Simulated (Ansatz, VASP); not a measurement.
KBr in VASP and in Ansatz

File POSCAR:

```
KBr
1.0
    0.0000000000      3.3000000000      3.3000000000
    3.3000000000      0.0000000000      3.3000000000
    3.3000000000      3.3000000000      0.0000000000
Br K
1 1
Direct
    0.5000000000      0.5000000000      0.5000000000
    0.0000000000      0.0000000000      0.0000000000
```

File INCAR.step1:

```
PREC     = Accurate       # precision mode
ENCUT    = 520            # plane-wave cutoff, eV
EDIFF    = 1E-5           # SCF threshold, eV
ISMEAR   = -1             # smearing method
SIGMA    = 0.05           # smearing width, eV
LREAL    = False          # projectors in reciprocal space
LASPH    = True           # aspherical terms in the spheres
NELM     = 60             # most SCF steps
ALGO     = Normal         # electronic algorithm
ISIF     = 2              # what is computed and relaxed
LWAVE    = True           # write WAVECAR
GGA      = PE             # functional
NBANDS   = 15             # bands
```

Contents of INCAR.step2:

```
PREC     = Accurate       # precision mode
ENCUT    = 520            # plane-wave cutoff, eV
EDIFF    = 1E-6           # SCF threshold, eV
ISMEAR   = -1             # smearing method
SIGMA    = 0.05           # smearing width, eV
LREAL    = False          # projectors in reciprocal space
LASPH    = True           # aspherical terms in the spheres
NELM     = 60             # most SCF steps
ALGO     = Normal         # electronic algorithm
ISIF     = 2              # what is computed and relaxed
LWAVE    = False          # write WAVECAR
LCHARG   = True           # write CHGCAR
GGA      = PE             # functional
LHFCALC  = True           # exact exchange
AEXX     = 0.2            # exact-exchange fraction
HFSCREEN = 0.2            # screening, 1/A
PRECFOCK = Normal       
LELF     = True           # ELF
LVHAR    = True         
ISTART   = 1            
NBANDS   = 15             # bands
```

Contents of KPOINTS:

```
regular mesh
0
Gamma
  4 4 4
```

File input.yaml:

```yaml
crystal:
  lattice:
    - [0.0, 3.3, 3.3]
    - [3.3, 0.0, 3.3]
    - [3.3, 3.3, 0.0]
  atoms:
    - { symbol: Br, position: [0.5, 0.5, 0.5] }
    - { symbol: K, position: [0.0, 0.0, 0.0] }
kpoints:
  mp_grid: { grid: [4, 4, 4] }
scf:
  occupations: { method: fermi_dirac, width: 0.05 }
hamiltonian:
  xc: { preset: hse06, exx: { coeff: 0.2, omega: 0.2 } }
  pseudopotentials: { kind: all_electron, datasets: crystal }
output:
  forces: true
  stress: true
```

Alike in both runs: task single point; functional PBE-based screened hybrid with a share of 0.2 of exact exchange and HFSCREEN = 0.2; k mesh 4 × 4 × 4; occupations fermi-dirac, width 0.05 eV; no spin polarisation.

```csv
,VASP,Ansatz
version,VASP 6.6.1,Ansatz 0.2.0
potentials or method,"VASP PAW PBE potentials, release 64 (Br, K_sv), cutoff 520 eV",all-electron PAW datasets made for the crystal
```

|  | VASP | Ansatz | Ansatz less VASP |
| --- | --- | --- | --- |
| gap on the k mesh at the Fermi level (eV) | 5.38 | 5.38 | +0.004 |
| least direct gap on the mesh (eV) | 5.38 | 5.38 | +0.004 |
| pressure (GPa) | 0.5 | 0.5 | -0.03 |

VASP's potentials were made for PBE, not for PBE-based screened hybrid. Ansatz ran all-electron here, and VASP with PAW potentials.
